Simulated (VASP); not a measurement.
A run of VASP 6.6.1 is set up as follows.

Contents of INCAR:

```
SYSTEM = Ni6H
PREC = Accurate ; ENCUT = 520
EDIFF = 1E-6 ; ISMEAR = 0
SIGMA = 0.1 ; LREAL = .False.
LASPH = .True. ; NELM = 150
ALGO = Normal ; ISIF = 2
LWAVE = .False. ; LCHARG = .False.
ISPIN = 2 ; MAGMOM = 0.88 0.76 0.76 0.76 0.76 0.88 1
LORBIT = 11 ; LMAXMIX = 4
LDIPOL = .True. ; IDIPOL = 3
DIPOL = 0.5 0.5 0.478 ; GGA = PS
NBANDS = 44
```

File KPOINTS:

```
regular mesh
0
Gamma
  12 8 1
  0 0 0
```

The input POSCAR:

```
Ni6H
1.0
    2.4488173384      0.0000000000      0.0000000000
    0.0000000000      3.4631506917      0.0000000000
    0.0000000000      0.0000000000     25.1220433459
Ni H
6 1
Direct
    0.5000000000      0.5000000000      0.3383482737
    0.0000000000      0.0000000000      0.3870866925
    0.5000000000      0.5000000000      0.4358251113
    0.0000000000      0.0000000000      0.4838742181
    0.5000000000      0.5000000000      0.5345228593
    0.0000000000      0.0000000000      0.5787994242
    0.0000000000      0.5000000000      0.5853371242
```

Potentials or basis: VASP PAW PBE potentials, release 64 (Ni, H).

Launch:

```sh
$ cat potpaw_PBE.64/Ni/POTCAR potpaw_PBE.64/H/POTCAR > POTCAR
$ mpirun -np 1 vasp_std > vasp.out
```

(1) What does it give for the largest force?

(2) Estimate the site moments.

(3) Predict the net moment.

## Answers

(1) 0.699 eV/Å.

(2) Ni +0.73, +0.62, +0.60, +0.35, +0.46 (each value once); H -0.00 μB.

(3) 3.34 μB per cell.

Caveat: the PAW data sets were made with another functional, which shifts forces and pressure a little.
